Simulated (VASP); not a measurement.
# Nb (I4/mmm) in VASP: further runs

Runs on Nb. Level: PBEsol. Tasks: single point.

Everything below comes from runs of VASP 6.6.1. Logs are shortened: lines on timing, memory, paths and dates and some standing lists are left out, and cuts for length are marked.

## 1. The cell of the first run

The structure is tetragonal, space group I4/mmm (No. 139). Conventional cell: a = 2.727 Å, b = 2.727 Å, c = 4.790 Å, α = 90.00°, β = 90.00°, γ = 90.00°. Nb (site symmetry 4/mmm) has 12 Nb at 2.73 to 3.07 Å within 3.6 Å.

## 2. Single point, PBEsol

Input file INCAR:

```
PREC = Accurate ; ENCUT = 500
EDIFF = 1E-6 ; ISMEAR = 0
SIGMA = 0.1 ; LREAL = False
LASPH = True ; NELM = 120
ALGO = Normal ; ISIF = 2
LWAVE = False ; LCHARG = True
GGA = PS ; LELF = True
LVHAR = True ; NBANDS = 12
GGA_COMPAT = False
```

Input file KPOINTS:

```
Automatic mesh
0
Gamma
  8 8 8
```

Input file POSCAR:

```
Nb
1.0
   -1.3637225153      1.3637225153      2.3949242174
    1.3637225153     -1.3637225153      2.3949242174
    1.3637225153      1.3637225153     -2.3949242174
Nb
1
Direct
    0.0000000000      0.0000000000      0.0000000000
```

Potentials or basis: VASP PAW PBE potentials, release 64 (Nb_sv).

On the command line:

```
$ cat potpaw_PBE.64/Nb_sv/POTCAR > POTCAR
$ mpirun -np 1 vasp_std > vasp.out
```

OUTCAR:

```text
PREC = Accurate
   ENCUT = 500
   EDIFF = 1E-6
   ISMEAR = 0
   LREAL = False
   LASPH = True
   NELM = 120
   ISIF = 2
   GGA = PS

 ion  position               nearest neighbor table
   1  0.000  0.000  0.000-

  LATTYP: Found a body centered tetragonal cell.
 ALAT       =     2.7274450306
 C/A-ratio  =     1.7561668085

  Lattice vectors:

 A1 = (  -1.3637225153,   1.3637225153,   2.3949242174)
 A2 = (   1.3637225153,  -1.3637225153,   2.3949242174)
 A3 = (   1.3637225153,   1.3637225153,  -2.3949242174)

Analysis of symmetry for initial positions (statically):
=====================================================================
 Subroutine PRICEL returns:
 Original cell was already a primitive cell.

 Routine SETGRP: Setting up the symmetry group for a
 body centered tetragonal supercell.

 Subroutine GETGRP returns: Found 16 space group operations
 (whereof 16 operations were pure point group operations)
 out of a pool of 16 trial point group operations.

The static configuration has the point symmetry D_4h.

Analysis of symmetry for dynamics (positions and initial velocities):
=====================================================================
 Subroutine PRICEL returns:
 Original cell was already a primitive cell.

 Routine SETGRP: Setting up the symmetry group for a
 body centered tetragonal supercell.

 Subroutine GETGRP returns: Found 16 space group operations
 (whereof 16 operations were pure point group operations)
 out of a pool of 16 trial point group operations.

The dynamic configuration has the point symmetry D_4h.

 Subroutine INISYM returns: Found 16 space group operations
 (whereof 16 operations are pure point group operations),
 and found     1 'primitive' translations

----------------------------------------------------------------------------------------

                                     Primitive cell

  volume of cell :      17.8157

  direct lattice vectors                    reciprocal lattice vectors
    -1.363722515  1.363722515  2.394924217     0.000000000  0.366643503  0.208774873
     1.363722515 -1.363722515  2.394924217     0.366643503  0.000000000  0.208774873
     1.363722515  1.363722515 -2.394924217     0.366643503  0.366643503  0.000000000

  length of vectors
     3.074921170  3.074921170  3.074921170     0.421917535  0.421917535  0.518512214

  position of ions in fractional coordinates (direct lattice)
     0.000000000  0.000000000  0.000000000

  ion indices of the primitive-cell ions
   primitive index   ion index
                 1           1

----------------------------------------------------------------------------------------

 KPOINTS: Automatic mesh

Automatic generation of k-mesh.
 Grid dimensions read from file:
 generate k-points for:    8    8    8

 Generating k-lattice:

  Cartesian coordinates                     Fractional coordinates (reciprocal lattice)
     0.000000000  0.045830438  0.026096859     0.125000000 -0.000000000  0.000000000
     0.045830438  0.000000000  0.026096859    -0.000000000  0.125000000  0.000000000
     0.045830438  0.045830438  0.000000000     0.000000000  0.000000000  0.125000000

  Length of vectors
     0.052739692  0.052739692  0.064814027

  Shift w.r.t. Gamma in fractional coordinates (k-lattice)
     0.000000000  0.000000000  0.000000000

 Subroutine IBZKPT returns following result:
 ===========================================

 Found     59 irreducible k-points:

 Following reciprocal coordinates:
            Coordinates               Weight
  0.000000  0.000000  0.000000      1.000000
  0.125000  0.000000 -0.000000      8.000000
  0.250000  0.000000 -0.000000      8.000000
  0.375000  0.000000 -0.000000      8.000000
  0.500000  0.000000 -0.000000      4.000000
  0.125000  0.125000 -0.000000      8.000000
[... 16 lines left out ...]
  0.250000  0.125000  0.125000     16.000000
  0.375000  0.125000  0.125000      8.000000
 [... further k-points ...]
   k-points           NKPTS =     59   k-points in BZ     NKDIM =     59   number of bands    NBANDS=     12
   number of dos      NEDOS =    301   number of ions     NIONS =      1
   total plane-waves  NPLWV =  13824
   dimension x,y,z NGX =    24 NGY =   24 NGZ =   24
   dimension x,y,z NGXF=    48 NGYF=   48 NGZF=   48
   ions per type =               1
   NGX,Y,Z   is equivalent  to a cutoff of  12.98, 12.98, 12.98 a.u.
   NGXF,Y,Z  is equivalent  to a cutoff of  25.95, 25.95, 25.95 a.u.
 SYSTEM =  unknown system
   PREC   = accura    normal or accurate (medium, high low for compatibility)
   ISTART =      0    job   : 0-new  1-cont  2-samecut
   ICHARG =      2    charge: 1-file 2-atom 10-const
   ISPIN  =      1    spin polarized calculation?
   LNONCOLLINEAR =      F non collinear calculations
   LSORBIT =      F    spin-orbit coupling
   LASPH  =      T    aspherical Exc in radial PAW
   ENCUT  =  500.0 eV  36.75 Ry    6.06 a.u.   5.61  5.61  5.61*2*pi/ulx,y,z
   NELM   =    120;   NELMIN=  2; NELMDL= -5     # of ELM steps
   EDIFF  = 0.1E-05   stopping-criterion for ELM
   LREAL  =      F    real-space projection
   EDIFFG = 0.1E-04   stopping-criterion for IOM
   NSW    =      0    number of steps for IOM
   IBRION =     -1    ionic relax: 0-MD 1-quasi-New 2-CG
   NFREE  =      0    steps in history (QN), initial steepest desc. (CG)
   ISIF   =      2    stress and relaxation
   ISYM   =      2    0-nonsym 1-usesym 2-fastsym
   POTIM  = 0.5000    time-step for ionic-motion
   TEBEG  =    0.0;   TEEND  =   0.0 temperature during run
   PSTRESS=    0.0 pullay stress
   NELECT =      13.0000    total number of electrons
   NUPDOWN=      -1.0000    fix difference up-down
   EMIN   =  10.00;   EMAX   =-10.00  energy-range for DOS
   EFERMI =   0.00;   METHOD = LEGACY
   ISMEAR =     0;   SIGMA  =   0.10  broadening in eV -4-tet -1-fermi 0-gaus
   EFERMI_NEDOS =   21; number of points for ismear=-14 and -15
   IALGO  =     38    algorithm
   IMIX   =      4    mixing-type and parameters
     AMIX     =   0.40;   BMIX     =  1.00
     AMIX_MAG =   1.60;   BMIX_MAG =  1.00
  volume/ion in A,a.u.               =      17.82       120.23
  Fermi-wavevector in a.u.,A,eV,Ry     =   1.473855  2.785182 29.555226  2.172248
  Thomas-Fermi vector in A             =   2.588697
   LORBIT       =      0    0 simple, 1 ext, 2 COOP (PROOUT), +10 PAW based schemes
   GGA     = PS    functional components
   LHFCALC =     F    Hartree Fock is set to
   AEXX    =    0.0000 exact exchange contribution
   IVDW    =     0    specifies the selected vdW correction
   LEPSILON=     F    determine dielectric tensor
   LRPA    =     F    only Hartree local field effects (RPA)
 non-spin polarized calculation
 Gauss-broadening in eV      SIGMA  =   0.10
  energy-cutoff  :      500.00
  volume of cell :       17.82
 maximum number of plane-waves:       463
 NGX is ok and might be reduce to    24
   NGX = 11   NGY = 11   NGZ = 11

 number of electron      12.9999999 magnetization

 Free energy of the ion-electron system (eV)
  ---------------------------------------------------
  ext. energy  EPLUGINS =         0.00000000
  ---------------------------------------------------
  free energy    TOTEN  =       -10.80818465 eV

  energy without entropy =      -10.80147301  energy(sigma->0) =      -10.80482883

 E-fermi :  11.3564     XC(G=0): -12.6717

 val. band max:       11.2929787029   @ k =   0.5000   0.1250  -0.0000
 cond. band min:      11.3598088127   @ k =   0.3750   0.2500   0.1250
 fundamental gap:      0.0668301098
 Fermi energy:        11.3563652688

 k-point     1 :       0.0000    0.0000    0.0000
  band No.  band energies     occupation
      1     -43.0693      2.00000
      2     -18.5254      2.00000
      3     -18.2256      2.00000
      4     -18.2256      2.00000
      5       5.2285      2.00000
      6      10.0312      2.00000
      7      12.1060      0.00000
      8      12.8879      0.00000
      9      12.8879      0.00000
     10      16.2339      0.00000
     11      24.1047      0.00000
     12      24.9659      0.00000

 k-point     2 :       0.1250    0.0000   -0.0000
  band No.  band energies     occupation
      1     -43.0304      2.00000
      2     -18.6072      2.00000
      3     -18.4391      2.00000
      4     -18.2232      2.00000
      5       5.8302      2.00000
      6      10.2976      2.00000
      7      11.8944      0.00000
      8      12.6363      0.00000
      9      13.1479      0.00000
     10      15.7402      0.00000
     11      24.9586      0.00000
     12      26.0403      0.00000

 k-point     3 :       0.2500    0.0000   -0.0000
  band No.  band energies     occupation
      1     -42.9352      2.00000
      2     -19.1050      2.00000
      3     -18.6245      2.00000
      4     -18.2173      2.00000
      5       7.1065      2.00000
      6      10.7275      2.00000
      7      10.9455      2.00000
      8      13.5385      0.00000
      9      13.7982      0.00000
     10      15.0973      0.00000
     11      24.5745      0.00000
     12      26.9928      0.00000

 k-point     4 :       0.3750    0.0000   -0.0000
  band No.  band energies     occupation
      1     -42.8380      2.00000
      2     -19.6503      2.00000
      3     -18.7265      2.00000
      4     -18.2112      2.00000
      5       7.5922      2.00000
      6      10.3901      2.00000
      7      12.1369      0.00000
      8      13.1391      0.00000
      9      15.6258      0.00000
     10      15.8163      0.00000
     11      23.2132      0.00000
     12      24.7664      0.00000

 k-point     5 :       0.5000    0.0000   -0.0000
  band No.  band energies     occupation
      1     -42.7971      2.00000
      2     -19.8695      2.00000
      3     -18.7664      2.00000
      4     -18.2086      2.00000
      5       7.5054      2.00000
      6      10.3338      2.00000
      7      12.8654      0.00000
      8      13.2702      0.00000
      9      16.0745      0.00000
     10      16.8572      0.00000
     11      22.8692      0.00000
     12      23.2006      0.00000
[... 228 lines left out ...]
      1     -42.6232      2.00000
      2     -19.7339      2.00000
      3     -19.3227      2.00000
      4     -18.7445      2.00000
      5       7.1215      2.00000
      6       8.1731      2.00000
      7      15.3336      0.00000
      8      15.8087      0.00000
      9      16.8710      0.00000
     10      18.8333      0.00000
     11      21.0367      0.00000
     12      24.3231      0.00000

 k-point    22 :       0.1250    0.1250    0.1250
  band No.  band energies     occupation
      1     -42.8342      2.00000
      2     -19.1249      2.00000
      3     -18.8448      2.00000
      4     -18.6259      2.00000
      5       8.2162      2.00000
      6      10.3311      2.00000
      7      11.6050      0.00044
      8      13.1247      0.00000
      9      13.3542      0.00000
     10      15.6643      0.00000
     11      26.3609      0.00000
     12      28.1006      0.00000

 k-point    23 :       0.2500    0.1250    0.1250
  band No.  band energies     occupation
      1     -42.7475      2.00000
      2     -19.5200      2.00000
      3     -18.9194      2.00000
      4     -18.6982      2.00000
      5       8.6931      2.00000
      6       9.9233      2.00000
      7      11.1724      1.99073
      8      12.9803      0.00000
      9      15.5631      0.00000
     10      17.3400      0.00000
     11      24.3041      0.00000
     12      27.2876      0.00000

 k-point    24 :       0.3750    0.1250    0.1250
  band No.  band energies     occupation
      1     -42.7111      2.00000
      2     -19.7105      2.00000
      3     -18.8950      2.00000
      4     -18.7499      2.00000
      5       8.7196      2.00000
      6       9.4892      2.00000
      7      11.8195      0.00000
      8      12.7364      0.00000
      9      16.1724      0.00000
     10      19.2159      0.00000
     11      22.7534      0.00000
     12      27.4571      0.00000

 [... further k-points ...]

------------------------ aborting loop because EDIFF is reached ----------------------------------------

  FORCE on cell =-STRESS in cart. coord.  units (eV):
  Direction    XX          YY          ZZ          XY          YZ          ZX
  --------------------------------------------------------------------------------------
  -------------------------------------------------------------------------------------
  Total       -0.0303062     -0.0303062     -0.0282656      0.0000000      0.0000000      0.0000000
  in kB       -2.7254497     -2.7254497     -2.5419381      0.0000000      0.0000000      0.0000000
  external PRESSURE =      -2.6642792 kB  Pullay stress =       0.0000000 kB

 VOLUME and BASIS-vectors are now :
 -----------------------------------------------------------------------------
  energy-cutoff  :      500.00
  volume of cell :       17.82
      direct lattice vectors                 reciprocal lattice vectors
    -1.363722515  1.363722515  2.394924217     0.000000000  0.366643503  0.208774873
     1.363722515 -1.363722515  2.394924217     0.366643503  0.000000000  0.208774873
     1.363722515  1.363722515 -2.394924217     0.366643503  0.366643503  0.000000000

 POSITION                                       TOTAL-FORCE (eV/Angst)
 -----------------------------------------------------------------------------------
      0.00000      0.00000      0.00000         0.000000      0.000000      0.000000
 -----------------------------------------------------------------------------------
    total drift:                               -0.000000      0.000000      0.000000

  FREE ENERGIE OF THE ION-ELECTRON SYSTEM (eV)
  ---------------------------------------------------
  free  energy   TOTEN  =       -10.8081846468 eV

  energy  without entropy=      -10.8014730087  energy(sigma->0) =      -10.80482883
```

It used 18 s of CPU time on 1 thread of AMD EPYC 7R13 Processor (Zen 3) (shared host).

What came out:

- Free energy: -10.8082 eV
- Pressure: -0.3 GPa

Caveat: the k points lie up to 0.41 Å⁻¹ apart; the PAW data sets were made with another functional, which shifts forces and pressure a little.

## 3. Single point, PBEsol

Input file INCAR:

```
SYSTEM = Nb
ALGO = Normal
EDIFF = 1E-6
ENCUT = 500
GGA = PS
GGA_COMPAT = .False.
ISIF = 2
ISMEAR = 0
LASPH = .True.
LCHARG = .True.
LELF = .True.
LREAL = .False.
LVHAR = .True.
LWAVE = .False.
NBANDS = 12
NELM = 120
PREC = Accurate
SIGMA = 0.1
```

Input file KPOINTS:

```
k-points
0
Gamma
  28 28 28
  0 0 0
```

Input file POSCAR:

```
Nb
1.0
   -1.3554044822      1.3554044822      2.4287365222
    1.3554044822     -1.3554044822      2.4287365222
    1.3554044822      1.3554044822     -2.4287365222
Nb
1
Direct
    0.0000000000      0.0000000000      0.0000000000
```

Potentials or basis: VASP PAW PBE potentials, release 64 (Nb_sv).

On the command line:

```
$ cat potpaw_PBE.64/Nb_sv/POTCAR > POTCAR
$ mpirun -np 1 vasp_std > vasp.out
```

Wall time 95 s (1 thread of Intel Xeon 6975P-C (Granite Rapids), shared host); peak memory 0.41 GiB.

It converged, with:

```yaml
Free_energy: -10.8025 eV
Pressure: -0.3 GPa
```

Levels at points of the mesh, in eV from the Fermi level:
```csv
k point,band 4,band 5,band 6,band 7,band 8,band 9,band 10,band 11
"(0.00, 0.00, 0.00)",-29.62,-6.15,-1.51,0.48,1.64,1.64,4.98,12.84
"(0.50, 0.00, 0.00)",-29.58,-3.87,-1.14,1.58,1.90,4.66,5.41,11.41
"(0.50, 0.50, 0.00)",-30.12,-4.29,-3.16,3.73,4.31,5.61,7.58,9.51
"(0.50, 0.50, 0.50)",-29.82,-4.00,-3.18,1.51,5.52,5.52,5.72,10.86
```

Caveat: the PAW data sets were made with another functional, which shifts forces and pressure a little.
